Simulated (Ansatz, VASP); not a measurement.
One calculation of Sc, two programs

INCAR

```
SYSTEM = Sc
PREC = Accurate ; ENCUT = 520
EDIFF = 1E-7 ; ISMEAR = -1
SIGMA = 0.08 ; LREAL = .False.
LASPH = .True. ; NELM = 100
ALGO = Normal ; ISIF = 2
LWAVE = .False. ; LCHARG = .False.
GGA = PE ; NBANDS = 12
```

KPOINTS

```
Automatic mesh
0
Gamma
  16 16 16
  0 0 0
```

The input POSCAR:

```
Sc
1.0
    0.0000000000      2.0335635918      2.0335635918
    2.0335635918      0.0000000000      2.0335635918
    2.0335635918      2.0335635918      0.0000000000
Sc
1
Direct
    0.0000000000      0.0000000000      0.0000000000
```

Input for Ansatz:

```yaml
crystal:
  lattice:
    - [0.0, 2.0335635918, 2.0335635918]
    - [2.0335635918, 0.0, 2.0335635918]
    - [2.0335635918, 2.0335635918, 0.0]
  atoms:
    - { symbol: Sc, position: [0.0, 0.0, 0.0] }
kpoints:
  mp_grid: { grid: [16, 16, 16] }
scf:
  occupations: { method: fermi_dirac, width: 0.08 }
hamiltonian:
  xc: pbe
  pseudopotentials: { kind: all_electron, lapw: { basis_error: 0.001 } }
output:
  forces: true
  stress: true
  eigenvalues: true
  populations: true
```

Change from the starting cell: volume scaled by 0.68, LAPW.

Alike in both runs: task single point; functional PBE; k mesh 16 × 16 × 16; occupations fermi-dirac, width 0.08 eV; no spin polarisation.

|  | VASP | Ansatz |
| --- | --- | --- |
| version | VASP 6.6.1 | Ansatz 0.2.0 |
| potentials or method | VASP PAW PBE potentials, release 64 (Sc_sv), cutoff 520 eV | all-electron LAPW, scalar-relativistic |

Ansatz gave:

* pressure (GPa): 35.4

Which values does VASP return?

Pressure (GPa): 35.7.

Both programs put the cell under a high pressure, so it lies far from rest at this level. Ansatz ran all-electron here, and VASP with PAW potentials.
